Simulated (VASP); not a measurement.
Set up this calculation in VASP 6.6.1, as the native input.

```
Task                   : single point
Functional             : PBE
Potentials or basis    : VASP PAW PBE potentials, release 64 (Fe)
Cutoff                 : 520 eV
k mesh                 : 13 × 13 × 13
Occupations            : gaussian, width 0.02 eV
Spin                   : collinear spin, ferromagnetic start
Starting moments       : [3.0] μB
Dipole correction      : no
Further INCAR settings : ALGO = Fast; EDIFF = 1e-07; NBANDS = 14
```

The structure of Fe lies in POSCAR:

```
Fe
1.0
    0.0000000000      1.9417396906      1.9651051623
    1.4984397099      0.0000000000      1.9651051623
    1.4984397099      1.9417396906      0.0000000000
Fe
1
Direct
    0.0000000000      0.0000000000      0.0000000000
```

One way to write it, as run:

INCAR

```
SYSTEM = Fe
  PREC = Accurate
  ENCUT = 520
  EDIFF = 1E-7
  ISMEAR = 0
  SIGMA = 0.02
  LREAL = .False.
  LASPH = .True.
  NELM = 150
  ALGO = Fast
  ISIF = 2
  LWAVE = .False.
  LCHARG = .False.
  ISPIN = 2
  MAGMOM = 3
  LORBIT = 11
  LMAXMIX = 4
  GGA = PE
  NBANDS = 14
```

KPOINTS

```
Automatic mesh
0
Gamma
  13 13 13
  0 0 0
```

Potentials or basis: VASP PAW PBE potentials, release 64 (Fe).

Run with:

```bash
$ cat potpaw_PBE.64/Fe/POTCAR > POTCAR
$ mpirun -np 1 vasp_std > vasp.out
```

Results of the run:

| Quantity | Value |
| --- | --- |
| Pressure | -1.2 GPa |
| Net moment | 2.19 μB per cell |
| Site moments | Fe +2.19 μB |
| Valence electrons inside the program's atomic spheres | Fe 7.26 |

Wall time 110 s on 1 thread of Intel Xeon 8259CL (shared host), peak memory 0.2 GiB.
